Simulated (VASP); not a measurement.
The system is CuO.

```
CELL_PARAMETERS angstrom
3.17953 0.00000 0.00000
-1.58977 2.75356 0.00000
0.00000 0.00000 4.43149
ATOMIC_POSITIONS crystal
Cu 0.00000 0.00000 0.00000
Cu 0.00000 0.00000 0.50000
O 0.33333 0.66667 0.25000
O 0.66667 0.33333 0.75000
```

| Item | Value |
| --- | --- |
| Program | VASP 6.6.1 |
| Task | relaxation of cell and atoms |
| Functional | PBEsol |
| Potentials or basis | VASP PAW PBE potentials, release 64 (Cu, O) |
| Cutoff | 600 eV |
| k mesh | 8 × 8 × 5 |
| Occupations | fermi-dirac, width 0.05 eV |
| Spin | no spin polarisation |

At the start: pressure -2.4 GPa; volume 9.70 Å³/atom.

Problem. Where does the relaxation end?

Solution. Over 11 steps the energy falls by 182.7 meV/atom and the volume is 9.24 Å³/atom (-4.7 %); space group P6_3/mmc (No. 194, to 0.1 Å) before and after.

The path:
| step | energy change (eV) | largest force (eV/Å) | pressure (GPa) | volume (Å³) |
| --- | --- | --- | --- | --- |
| 1 | 0.0000 | 0.0000 | -2.44 | 38.80 |
| 2 | -0.6322 | 0.0000 | -2.06 | 37.75 |
| 3 | -0.7233 | 0.0000 | 1.23 | 36.62 |
| 4 | -0.7305 | 0.0000 | 0.48 | 36.86 |
| 5 | -0.7305 | 0.0000 | 0.42 | 36.91 |
| 6 | -0.7304 | 0.0000 | -0.57 | 37.07 |
| 7 | -0.7305 | 0.0000 | 0.03 | 36.98 |
| 8 | -0.7305 | 0.0000 | -0.10 | 36.98 |
| 9 | -0.7305 | 0.0000 | -0.02 | 36.98 |
| 10 | -0.7306 | 0.0000 | -0.02 | 36.97 |
| 11 | -0.7306 | 0.0000 | -0.02 | 36.97 |

Final structure:
```cif
data_structure
_symmetry_space_group_name_H-M 'P 1'
_symmetry_Int_Tables_number 1
_cell_length_a 2.9135
_cell_length_b 2.9135
_cell_length_c 5.0284
_cell_angle_alpha 90.000
_cell_angle_beta 90.000
_cell_angle_gamma 120.000
_cell_volume 36.97
loop_
_atom_site_label
_atom_site_type_symbol
_atom_site_fract_x
_atom_site_fract_y
_atom_site_fract_z
_atom_site_occupancy
Cu1 Cu 0.00000 0.00000 0.00000 1
Cu2 Cu 0.00000 0.00000 0.50000 1
O1 O 0.33333 0.66667 0.25000 1
O2 O 0.66667 0.33333 0.75000 1
```

Caveat: the PAW data sets were made with another functional, which shifts forces and pressure a little.
